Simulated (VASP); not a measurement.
# K (Fm-3m) in VASP: further runs

K is run at these levels: PBE+D3(BJ); tasks: single point.

All numbers are computed with VASP 6.6.1; they aren't measurements. Logs are shortened: lines on timing, memory, paths and dates and some standing lists are left out, and cuts for length are marked.

## (1) The cell of the first run

It takes space group Fm-3m (No. 225, cubic). Conventional cell: a = 4.141 Å, b = 4.141 Å, c = 4.141 Å, α = 90.00°, β = 90.00°, γ = 90.00°. Within 3.9 Å of K (site symmetry m-3m) lie 12 K at 2.93 Å.

## (2) Single point, PBE+D3(BJ)

Contents of INCAR:

```
SYSTEM = K
  PREC = Accurate
  ENCUT = 520
  EDIFF = 1E-6
  ISMEAR = 0
  SIGMA = 0.1
  LREAL = .False.
  LASPH = .True.
  NELM = 100
  ALGO = Normal
  ISIF = 2
  LWAVE = .False.
  LCHARG = .False.
  GGA = PE
  IVDW = 12
  NBANDS = 10
```

Contents of KPOINTS:

```
regular mesh
0
Gamma
  16 16 16
  0 0 0
```

Contents of POSCAR:

```
K
1.0
    0.0000000000      2.0704818138      2.0704818138
    2.0704818138      0.0000000000      2.0704818138
    2.0704818138      2.0704818138      0.0000000000
K
1
Direct
    0.0000000000      0.0000000000      0.0000000000
```

Potentials or basis: VASP PAW PBE potentials, release 64 (K_sv).

Started as:

```console
> cat potpaw_PBE.64/K_sv/POTCAR > POTCAR
> mpirun -np 1 vasp_std > vasp.out
```

OUTCAR:

```text
SYSTEM = K
   PREC = Accurate
   ENCUT = 520
   EDIFF = 1E-6
   ISMEAR = 0
   LREAL = .False.
   LASPH = .True.
   NELM = 100
   ISIF = 2
   GGA = PE
   IVDW = 12
 IVDW          = 12

 ion  position               nearest neighbor table
   1  0.000  0.000  0.000-

  LATTYP: Found a face centered cubic cell.
 ALAT       =     4.1409636276

  Lattice vectors:

 A1 = (   0.0000000000,   2.0704818138,   2.0704818138)
 A2 = (   2.0704818138,   0.0000000000,   2.0704818138)
 A3 = (   2.0704818138,   2.0704818138,   0.0000000000)

Analysis of symmetry for initial positions (statically):
=====================================================================
 Subroutine PRICEL returns:
 Original cell was already a primitive cell.

 Routine SETGRP: Setting up the symmetry group for a
 face centered cubic supercell.

 Subroutine GETGRP returns: Found 48 space group operations
[... 9 lines left out ...]

 Routine SETGRP: Setting up the symmetry group for a
 face centered cubic supercell.

 Subroutine GETGRP returns: Found 48 space group operations
[... 11 lines left out ...]
                                     Primitive cell

  volume of cell :      17.7519

  direct lattice vectors                    reciprocal lattice vectors
     0.000000000  2.070481814  2.070481814    -0.241489685  0.241489685  0.241489685
     2.070481814  0.000000000  2.070481814     0.241489685 -0.241489685  0.241489685
     2.070481814  2.070481814  0.000000000     0.241489685  0.241489685 -0.241489685

  length of vectors
     2.928103462  2.928103462  2.928103462     0.418272403  0.418272403  0.418272403

  position of ions in fractional coordinates (direct lattice)
     0.000000000  0.000000000  0.000000000

  ion indices of the primitive-cell ions
   primitive index   ion index
                 1           1

----------------------------------------------------------------------------------------

 KPOINTS: regular mesh

Automatic generation of k-mesh.
 Grid dimensions read from file:
 generate k-points for:   16   16   16

 Generating k-lattice:

  Cartesian coordinates                     Fractional coordinates (reciprocal lattice)
    -0.015093105  0.015093105  0.015093105     0.062500000  0.000000000  0.000000000
     0.015093105 -0.015093105  0.015093105     0.000000000  0.062500000  0.000000000
     0.015093105  0.015093105 -0.015093105     0.000000000  0.000000000  0.062500000

  Length of vectors
     0.026142025  0.026142025  0.026142025

  Shift w.r.t. Gamma in fractional coordinates (k-lattice)
     0.000000000  0.000000000  0.000000000

 Subroutine IBZKPT returns following result:
 ===========================================

 Found    145 irreducible k-points:

 Following reciprocal coordinates:
            Coordinates               Weight
  0.000000  0.000000  0.000000      1.000000
  0.062500  0.000000  0.000000      8.000000
  0.125000  0.000000  0.000000      8.000000
  0.187500  0.000000  0.000000      8.000000
  0.250000  0.000000  0.000000      8.000000
  0.312500  0.000000  0.000000      8.000000
[... 16 lines left out ...]
 -0.125000  0.062500  0.000000     24.000000
 -0.062500  0.062500  0.000000     12.000000
 [... further k-points ...]
   k-points           NKPTS =    145   k-points in BZ     NKDIM =    145   number of bands    NBANDS=     10
   number of dos      NEDOS =    301   number of ions     NIONS =      1
   total plane-waves  NPLWV =  13824
   dimension x,y,z NGX =    24 NGY =   24 NGZ =   24
   dimension x,y,z NGXF=    48 NGYF=   48 NGZF=   48
   ions per type =               1
   NGX,Y,Z   is equivalent  to a cutoff of  13.63, 13.63, 13.63 a.u.
   NGXF,Y,Z  is equivalent  to a cutoff of  27.25, 27.25, 27.25 a.u.
 SYSTEM =  K
   PREC   = accura    normal or accurate (medium, high low for compatibility)
   ISTART =      0    job   : 0-new  1-cont  2-samecut
   ICHARG =      2    charge: 1-file 2-atom 10-const
   ISPIN  =      1    spin polarized calculation?
   LNONCOLLINEAR =      F non collinear calculations
   LSORBIT =      F    spin-orbit coupling
   LASPH  =      T    aspherical Exc in radial PAW
   ENCUT  =  520.0 eV  38.22 Ry    6.18 a.u.   5.44  5.44  5.44*2*pi/ulx,y,z
   NELM   =    100;   NELMIN=  2; NELMDL= -5     # of ELM steps
   EDIFF  = 0.1E-05   stopping-criterion for ELM
   LREAL  =      F    real-space projection
   EDIFFG = 0.1E-04   stopping-criterion for IOM
   NSW    =      0    number of steps for IOM
   IBRION =     -1    ionic relax: 0-MD 1-quasi-New 2-CG
   NFREE  =      0    steps in history (QN), initial steepest desc. (CG)
   ISIF   =      2    stress and relaxation
   ISYM   =      2    0-nonsym 1-usesym 2-fastsym
   POTIM  = 0.5000    time-step for ionic-motion
   TEBEG  =    0.0;   TEEND  =   0.0 temperature during run
   PSTRESS=    0.0 pullay stress
   NELECT =       9.0000    total number of electrons
   NUPDOWN=      -1.0000    fix difference up-down
   EMIN   =  10.00;   EMAX   =-10.00  energy-range for DOS
   EFERMI =   0.00;   METHOD = LEGACY
   ISMEAR =     0;   SIGMA  =   0.10  broadening in eV -4-tet -1-fermi 0-gaus
   EFERMI_NEDOS =   21; number of points for ismear=-14 and -15
   IALGO  =     38    algorithm
   IMIX   =      4    mixing-type and parameters
     AMIX     =   0.40;   BMIX     =  1.00
     AMIX_MAG =   1.60;   BMIX_MAG =  1.00
  volume/ion in A,a.u.               =      17.75       119.80
  Fermi-wavevector in a.u.,A,eV,Ry     =   1.305392  2.466833 23.184981  1.704048
  Thomas-Fermi vector in A             =   2.436264
   LORBIT       =      0    0 simple, 1 ext, 2 COOP (PROOUT), +10 PAW based schemes
   GGA     = PE    functional components
   LHFCALC =     F    Hartree Fock is set to
   AEXX    =    0.0000 exact exchange contribution
   IVDW    =    12    specifies the selected vdW correction
   LEPSILON=     F    determine dielectric tensor
   LRPA    =     F    only Hartree local field effects (RPA)
 non-spin polarized calculation
 Gauss-broadening in eV      SIGMA  =   0.10
  energy-cutoff  :      520.00
  volume of cell :       17.75
 maximum number of plane-waves:       531
 NGX is ok and might be reduce to    24
   NGX = 11   NGY = 11   NGZ = 11

 number of electron       9.0000001 magnetization

 Free energy of the ion-electron system (eV)
  ---------------------------------------------------
  ext. energy  EPLUGINS =         0.00000000
  ---------------------------------------------------
  free energy    TOTEN  =         2.18788078 eV

  energy without entropy =        2.19415954  energy(sigma->0) =        2.19102016

 E-fermi :   6.4024     XC(G=0): -10.6214

 val. band max:        6.3893091285   @ k =  -0.3750   0.3125   0.0000
 cond. band min:       6.4289841701   @ k =   0.5000   0.4375   0.0625
 fundamental gap:      0.0396750417
 Fermi energy:         6.4023601409

 k-point     1 :       0.0000    0.0000    0.0000
  band No.  band energies     occupation
      1     -27.5805      2.00000
      2      -8.9165      2.00000
      3      -8.9165      2.00000
      4      -8.9165      2.00000
      5       3.7198      2.00000
      6      10.6574      0.00000
      7      10.6574      0.00000
      8      10.6574      0.00000
      9      14.1247      0.00000
     10      14.1247      0.00000

 k-point     2 :       0.0625    0.0000    0.0000
  band No.  band energies     occupation
      1     -27.5493      2.00000
      2      -9.0757      2.00000
      3      -8.9318      2.00000
      4      -8.9318      2.00000
      5       3.9159      2.00000
      6      10.4695      0.00000
      7      10.7413      0.00000
      8      10.7413      0.00000
      9      14.0041      0.00000
     10      14.0041      0.00000

 k-point     3 :       0.1250    0.0000    0.0000
  band No.  band energies     occupation
      1     -27.4593      2.00000
      2      -9.5108      2.00000
      3      -8.9751      2.00000
      4      -8.9751      2.00000
      5       4.4446      2.00000
      6      10.0325      0.00000
      7      10.9450      0.00000
      8      10.9450      0.00000
      9      13.7504      0.00000
     10      13.7504      0.00000

 k-point     4 :       0.1875    0.0000    0.0000
  band No.  band energies     occupation
      1     -27.3207      2.00000
      2     -10.1217      2.00000
      3      -9.0386      2.00000
      4      -9.0386      2.00000
      5       5.1376      2.00000
      6       9.6128      0.00000
      7      11.1011      0.00000
      8      11.1011      0.00000
      9      13.6505      0.00000
     10      13.6505      0.00000

 k-point     5 :       0.2500    0.0000    0.0000
  band No.  band energies     occupation
      1     -27.1507      2.00000
      2     -10.7954      2.00000
      3      -9.1119      2.00000
      4      -9.1119      2.00000
      5       5.7316      2.00000
      6       9.4957      0.00000
      7      11.0099      0.00000
      8      11.0099      0.00000
      9      13.9897      0.00000
     10      13.9897      0.00000

 k-point     6 :       0.3125    0.0000    0.0000
  band No.  band energies     occupation
      1     -26.9729      2.00000
      2     -11.4322      2.00000
      3      -9.1835      2.00000
      4      -9.1835      2.00000
      5       5.9926      2.00000
      6       9.8565      0.00000
      7      10.7310      0.00000
      8      10.7310      0.00000
      9      14.7257      0.00000
     10      14.7257      0.00000
[... 183 lines left out ...]
 k-point    21 :      -0.2500    0.0625    0.0000
  band No.  band energies     occupation
      1     -27.0701      2.00000
      2     -11.0148      2.00000
      3      -9.2923      2.00000
      4      -9.0934      2.00000
      5       6.0220      2.00000
      6       9.4202      0.00000
      7      10.7616      0.00000
      8      11.0311      0.00000
      9      13.5606      0.00000
     10      14.9758      0.00000

 k-point    22 :      -0.1875    0.0625    0.0000
  band No.  band energies     occupation
      1     -27.2431      2.00000
      2     -10.3689      2.00000
      3      -9.2058      2.00000
      4      -9.0197      2.00000
      5       5.5096      2.00000
      6       9.3923      0.00000
      7      11.0261      0.00000
      8      11.2302      0.00000
      9      13.0681      0.00000
     10      14.3469      0.00000

 k-point    23 :      -0.1250    0.0625    0.0000
  band No.  band energies     occupation
      1     -27.3923      2.00000
      2      -9.7575      2.00000
      3      -9.1111      2.00000
      4      -8.9624      2.00000
      5       4.8173      2.00000
      6       9.7303      0.00000
      7      11.0678      0.00000
      8      11.0984      0.00000
      9      13.1735      0.00000
     10      14.0817      0.00000

 k-point    24 :      -0.0625    0.0625    0.0000
  band No.  band energies     occupation
      1     -27.4986      2.00000
      2      -9.2935      2.00000
      3      -9.0144      2.00000
      4      -8.9312      2.00000
      5       4.2237      2.00000
      6      10.1736      0.00000
      7      10.8568      0.00000
      8      10.9084      0.00000
      9      13.6011      0.00000
     10      14.0698      0.00000

 [... further k-points ...]

------------------------ aborting loop because EDIFF is reached ----------------------------------------

 Edisp (eV)   -0.47528

 E8    (eV) :    -0.2525

  FORCE on cell =-STRESS in cart. coord.  units (eV):
  Direction    XX          YY          ZZ          XY          YZ          ZX
  --------------------------------------------------------------------------------------
  -------------------------------------------------------------------------------------
  Total       4.51374     4.51374     4.51374     0.00000     0.00000    -0.00000
  in kB     407.38334   407.38334   407.38334     0.00000     0.00000    -0.00000
  external pressure =      407.38 kB  Pullay stress =        0.00 kB

 VOLUME and BASIS-vectors are now :
 -----------------------------------------------------------------------------
  energy-cutoff  :      520.00
  volume of cell :       17.75
      direct lattice vectors                 reciprocal lattice vectors
     0.000000000  2.070481814  2.070481814    -0.241489685  0.241489685  0.241489685
     2.070481814  0.000000000  2.070481814     0.241489685 -0.241489685  0.241489685
     2.070481814  2.070481814  0.000000000     0.241489685  0.241489685 -0.241489685

 POSITION                                       TOTAL-FORCE (eV/Angst)
 -----------------------------------------------------------------------------------
      0.00000      0.00000      0.00000         0.000000      0.000000      0.000000
 -----------------------------------------------------------------------------------
    total drift:                               -0.000000      0.000000      0.000000

  FREE ENERGIE OF THE ION-ELECTRON SYSTEM (eV)
  ---------------------------------------------------
  free  energy   TOTEN  =         1.7126012249 eV

  energy  without entropy=        1.7188799817  energy(sigma->0) =        1.71574060
```

It took 9.8 s on 1 thread of Intel Xeon Platinum 8488C (Sapphire Rapids), shared host; peak memory 0.16 GiB.

What came out:

```
Free energy                : 1.7126 eV
Pressure                   : 40.7 GPa
Dispersion energy per atom : -0.475 eV
```

Caveat: pairwise dispersion overbinds metals, which lowers pressure and volume.

## (3) Single point, PBE+D3(BJ)

This run uses another cell than the first one, of 25.82 Å³/atom, 1.454 times its volume.

Contents of INCAR:

```
  ALGO = Fast
  EDIFF = 1E-7
  ENCUT = 520
  GGA = PE
  ISIF = 2
  ISMEAR = 0
  IVDW = 12
  LASPH = T
  LCHARG = T
  LELF = T
  LREAL = F
  LVHAR = T
  LWAVE = F
  NBANDS = 10
  NELM = 80
  PREC = Accurate
  SIGMA = 0.1
```

Contents of KPOINTS:

```
k-points
0
Gamma
  14 14 14
```

Contents of POSCAR:

```
K
1.0
    0.0000000000      2.3457873099      2.3457873099
    2.3457873099      0.0000000000      2.3457873099
    2.3457873099      2.3457873099      0.0000000000
K
1
Direct
    0.0000000000      0.0000000000      0.0000000000
```

Potentials or basis: VASP PAW PBE potentials, release 64 (K_sv).

Started as:

```console
> cat potpaw_PBE.64/K_sv/POTCAR > POTCAR
> mpirun -np 1 vasp_std > vasp.out
```

OUTCAR:

```text
EDIFF = 1E-7
   ENCUT = 520
   GGA = PE
   ISIF = 2
   ISMEAR = 0
   IVDW = 12
   LASPH = T
   LREAL = F
   NELM = 80
   PREC = Accurate
 IVDW          = 12

 ion  position               nearest neighbor table
   1  0.000  0.000  0.000-

  LATTYP: Found a face centered cubic cell.
 ALAT       =     4.6915746198

  Lattice vectors:

 A1 = (   0.0000000000,   2.3457873099,   2.3457873099)
 A2 = (   2.3457873099,   0.0000000000,   2.3457873099)
 A3 = (   2.3457873099,   2.3457873099,   0.0000000000)

Analysis of symmetry for initial positions (statically):
=====================================================================
 Subroutine PRICEL returns:
 Original cell was already a primitive cell.

 Routine SETGRP: Setting up the symmetry group for a
 face centered cubic supercell.

 Subroutine GETGRP returns: Found 48 space group operations
[... 9 lines left out ...]

 Routine SETGRP: Setting up the symmetry group for a
 face centered cubic supercell.

 Subroutine GETGRP returns: Found 48 space group operations
[... 11 lines left out ...]
                                     Primitive cell

  volume of cell :      25.8164

  direct lattice vectors                    reciprocal lattice vectors
     0.000000000  2.345787310  2.345787310    -0.213148054  0.213148054  0.213148054
     2.345787310  0.000000000  2.345787310     0.213148054 -0.213148054  0.213148054
     2.345787310  2.345787310  0.000000000     0.213148054  0.213148054 -0.213148054

  length of vectors
     3.317444228  3.317444228  3.317444228     0.369183259  0.369183259  0.369183259

  position of ions in fractional coordinates (direct lattice)
     0.000000000  0.000000000  0.000000000

  ion indices of the primitive-cell ions
   primitive index   ion index
                 1           1

----------------------------------------------------------------------------------------

 KPOINTS: k-points

Automatic generation of k-mesh.
 Grid dimensions read from file:
[... 89 lines left out ...]
   LORBIT       =      0    0 simple, 1 ext, 2 COOP (PROOUT), +10 PAW based schemes
   GGA     = PE    functional components
   LHFCALC =     F    Hartree Fock is set to
   AEXX    =    0.0000 exact exchange contribution
   IVDW    =    12    specifies the selected vdW correction
   LEPSILON=     F    determine dielectric tensor
   LRPA    =     F    only Hartree local field effects (RPA)
 non-spin polarized calculation
 RMM-DIIS sequential band-by-band and
 Gauss-broadening in eV      SIGMA  =   0.10
  energy-cutoff  :      520.00
  volume of cell :       25.82
 maximum number of plane-waves:       725
 NGX is ok and might be reduce to    28
   NGX = 13   NGY = 13   NGZ = 13

 number of electron       9.0000000 magnetization

 Free energy of the ion-electron system (eV)
  ---------------------------------------------------
  ext. energy  EPLUGINS =         0.00000000
  ---------------------------------------------------
  free energy    TOTEN  =         0.54971600 eV

  energy without entropy =        0.55279035  energy(sigma->0) =        0.55125318

 E-fermi :   3.9554     XC(G=0):  -8.9749

 val. band max:        3.9271911289   @ k =  -0.3571   0.5000   0.1429
 cond. band min:       4.0010272395   @ k =  -0.4286   0.4286   0.1429
 fundamental gap:      0.0738361107
 Fermi energy:         3.9554351804

 k-point     1 :       0.0000    0.0000    0.0000
  band No.  band energies     occupation
      1     -28.7740      2.00000
      2     -11.4826      2.00000
      3     -11.4826      2.00000
      4     -11.4826      2.00000
      5       0.5121      2.00000
      6       8.4408      0.00000
      7       8.4408      0.00000
      8       8.4408      0.00000
      9      10.9960      0.00000
     10      10.9960      0.00000
[... 287 lines left out ...]
 k-point    24 :       0.2857    0.1429    0.0000
  band No.  band energies     occupation
      1     -28.6095      2.00000
      2     -12.2781      2.00000
      3     -11.6714      2.00000
      4     -11.6598      2.00000
      5       2.5080      2.00000
      6       6.5761      0.00000
      7       8.1596      0.00000
      8       9.1581      0.00000
      9      10.1245      0.00000
     10      11.7111      0.00000

 [... further k-points ...]

------------------------ aborting loop because EDIFF is reached ----------------------------------------

 Edisp (eV)   -0.32208

 E8    (eV) :    -0.1704

  FORCE on cell =-STRESS in cart. coord.  units (eV):
  Direction    XX          YY          ZZ          XY          YZ          ZX
  --------------------------------------------------------------------------------------
  -------------------------------------------------------------------------------------
  Total       3.23016     3.23016     3.23016    -0.00000     0.00000     0.00000
  in kB     200.46495   200.46495   200.46495    -0.00000     0.00000     0.00000
  external pressure =      200.46 kB  Pullay stress =        0.00 kB

 VOLUME and BASIS-vectors are now :
 -----------------------------------------------------------------------------
  energy-cutoff  :      520.00
  volume of cell :       25.82
      direct lattice vectors                 reciprocal lattice vectors
     0.000000000  2.345787310  2.345787310    -0.213148054  0.213148054  0.213148054
     2.345787310  0.000000000  2.345787310     0.213148054 -0.213148054  0.213148054
     2.345787310  2.345787310  0.000000000     0.213148054  0.213148054 -0.213148054

 POSITION                                       TOTAL-FORCE (eV/Angst)
 -----------------------------------------------------------------------------------
      0.00000      0.00000      0.00000        -0.000000     -0.000000     -0.000000
 -----------------------------------------------------------------------------------
    total drift:                               -0.000000     -0.000000     -0.000000

  FREE ENERGIE OF THE ION-ELECTRON SYSTEM (eV)
  ---------------------------------------------------
  free  energy   TOTEN  =         0.2276325153 eV

  energy  without entropy=        0.2307068676  energy(sigma->0) =        0.22916969
```

Run time: 30 s. Hardware: 1 thread of Intel Xeon Platinum 8488C (Sapphire Rapids), shared host; peak memory 0.17 GiB.

Results:

```
Free energy                : 0.2276 eV
Pressure                   : 20.0 GPa
Dispersion energy per atom : -0.322 eV
```

Levels at points of the mesh, in eV from the Fermi level:
```
           k point  band 3  band 4  band 5  band 6  band 7  band 8
(0.00, 0.00, 0.00)  -15.44  -15.44   -3.44    4.49    4.49    4.49
(0.50, 0.00, 0.00)  -15.61  -15.61   -0.20    2.43    4.10    4.10
(0.50, 0.50, 0.00)  -15.94  -15.94   -0.67    0.95    4.57    8.86
```

Caveat: pairwise dispersion overbinds metals, which lowers pressure and volume.

(Continued in part 2 of 2.)
